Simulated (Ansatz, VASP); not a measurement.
**Sr: VASP beside Ansatz**

```xyz
1
Lattice="0.0000 2.9607 2.9607 2.9607 0.0000 2.9607 2.9607 2.9607 0.0000" Properties=species:S:1:pos:R:3 pbc="T T T"
Sr    0.0000    0.0000    0.0000
```

Alike in both runs: functional PBEsol; k mesh 11 × 11 × 11; occupations fermi-dirac, width 0.05 eV; no spin polarisation.

Ansatz relaxed the structure, and its values are those at the end. VASP's run is a single point on that final structure, the one shown.

|  | VASP | Ansatz |
| --- | --- | --- |
| version | VASP 6.6.1 | Ansatz 0.2.0 |
| potentials or method | VASP PAW PBE potentials, release 64 (Sr_sv) | PAW with Ansatz's default frozen-core files, scalar-relativistic |
| plane-wave cutoff (eV) | 520 | 420 |
| valence electrons in the cell | 10 | 10 |

```tsv
	VASP	Ansatz	Ansatz less VASP
pressure (GPa)	0.0	0.0	-0.01
```

VASP's potentials were made for PBE, not for PBEsol.
